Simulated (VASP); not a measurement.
# PbSe (Clausthalite): single point with PBE

PbSe (Clausthalite):

```
Pb Se
1.0
     0.00000    3.06969    3.06969
     3.06969    0.00000    3.06969
     3.06969    3.06969    0.00000
Pb Se
1 1
Cartesian
  0.0000 0.0000 0.0000
  3.0697 3.0697 3.0697
```

```json
{
 "Program": "VASP 6.6.1",
 "Task": "single point",
 "Functional": "PBE",
 "Potentials or basis": "VASP PAW PBE potentials, release 64 (Pb_d, Se)",
 "Cutoff": "520 eV",
 "k mesh": "4 × 4 × 4",
 "Occupations": "gaussian, width 0.01 eV",
 "Spin": "no spin polarisation",
 "Dipole correction": "no",
 "Further INCAR settings": "ALGO = Normal; EDIFF = 1e-06; NBANDS = 17"
}
```

- Pressure: 1.9 GPa
- Band gap on the k mesh: 0.32 eV, direct

Levels at points of the mesh, in eV from the valence-band top:
```tsv
k point	band 8	band 9	band 10	band 11	band 12	band 13
(0.00, 0.00, 0.00)	-1.83	-1.83	-1.83	4.70	4.70	4.70
(0.50, 0.00, 0.00)	-1.43	-1.43	0.00	0.32	1.73	1.73
(0.50, 0.50, 0.00)	-4.90	-3.17	-3.17	3.74	5.59	5.59
```

It took 17 s on 1 thread of Intel Xeon 8259CL (shared host), peak memory 0.18 GiB.

Caveat: the k points lie up to 0.44 Å⁻¹ apart; spin-orbit coupling is left out, which moves the levels of the heavy elements. A k mesh can miss the band edges.
